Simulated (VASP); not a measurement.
TaN, 2 atoms in the cell. The structure is cubic, space group Fm-3m (No. 225). Conventional cell: a = 4.358 Å, b = 4.358 Å, c = 4.358 Å, α = 90.00°, β = 90.00°, γ = 90.00°. Within 2.9 Å of Ta (site symmetry m-3m) lie 6 N at 2.18 Å. N (site symmetry m-3m) has 6 Ta at 2.18 Å within 2.9 Å. 

```yaml
Program: VASP 6.6.1
Task: single point
Functional: PBE
Potentials_or_basis: VASP PAW PBE potentials, release 64 (Ta_pv, N)
Cutoff: 520 eV
k_mesh: 12 × 12 × 12
Occupations: gaussian, width 0.05 eV
Spin: no spin polarisation
Dipole_correction: no
Charge: -0.25
Further_INCAR_settings: ALGO = Normal; EDIFF = 1e-06; NBANDS = 15; NELECT = 16.25
```

Potentials or basis: VASP PAW PBE potentials, release 64 (Ta_pv, N).

The run is started by

```sh
$ cat potpaw_PBE.64/Ta_pv/POTCAR potpaw_PBE.64/N/POTCAR > POTCAR
$ mpirun -np 1 vasp_std > vasp.out
```

Hardware: 1 thread of Intel Xeon 8259CL, on a shared host.

Question: Estimate the wall time of this run.

Answer: It took 25 s on 1 thread of Intel Xeon 8259CL, on a shared host, peak memory 0.15 GiB. Counts: scf iterations 13, k points 72.
